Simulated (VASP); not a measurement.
Input of a VASP 6.6.1 run:

Contents of INCAR:

```
ALGO = Normal
EDIFF = 1E-7
ENCUT = 520
GGA = CA
ISIF = 2
ISMEAR = -1
LASPH = True
LCHARG = False
LREAL = False
LWAVE = False
NBANDS = 18
NELM = 80
PREC = Accurate
SIGMA = 0.05
```

The input KPOINTS:

```
k-points
0
Gamma
  11 11 11
```

File POSCAR:

```
PIr2
1.0
    0.0000000000      2.7489256148      2.7489256148
    2.7489256148      0.0000000000      2.7489256148
    2.7489256148      2.7489256148      0.0000000000
P Ir
1 2
Direct
    0.0000000000      0.0000000000      0.0000000000
    0.2500000000      0.2500000000      0.2500000000
    0.7500000000      0.7500000000      0.7500000000
```

Potentials or basis: VASP PAW LDA potentials, release 64 (P, Ir).

The run is started by

```console
$ cat potpaw_LDA.64/P/POTCAR potpaw_LDA.64/Ir/POTCAR > POTCAR
$ mpirun -np 1 vasp_std > vasp.out
```

(1) Predict the pressure.

## Answers

(1) 3.5 GPa.
